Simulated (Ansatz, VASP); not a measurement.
**AlNi in VASP and in Ansatz**

```
CELL_PARAMETERS angstrom
2.04281 -2.04281 0.00000
2.04281 2.04281 0.00000
0.00000 0.00000 2.90114
ATOMIC_POSITIONS crystal
Al 0.00000 0.00000 0.00000
Ni 0.50000 0.50000 0.50000
```

Alike in both runs: task relaxation of cell and atoms; functional PBE; k mesh 16 × 16 × 14; occupations fermi-dirac, width 0.15 eV; no spin polarisation.

```csv
,VASP,Ansatz
version,VASP 6.6.1,Ansatz 0.2.0
potentials or method,"VASP PAW PBE potentials, release 64 (Al, Ni), cutoff 600 eV","scalar-relativistic, plane waves, PAW"
valence electrons in the cell,13,21
```

```tsv
	VASP	Ansatz	Ansatz less VASP
gap on the k mesh at the Fermi level, each at its own relaxed structure (eV)	none	none	-
relaxed volume (Å³/atom)	12.12	12.12	+0.002
relaxed cell length with the largest relative difference (Å)	2.893	2.894	+0.0002
```

A gap of «none» marks a metal or a gap that the smearing closes. VASP's potentials hold 13 valence electrons a cell and Ansatz's 21, so a difference there can come from the potentials and not from the codes. Ansatz's warnings: structure snapped to symmetry.
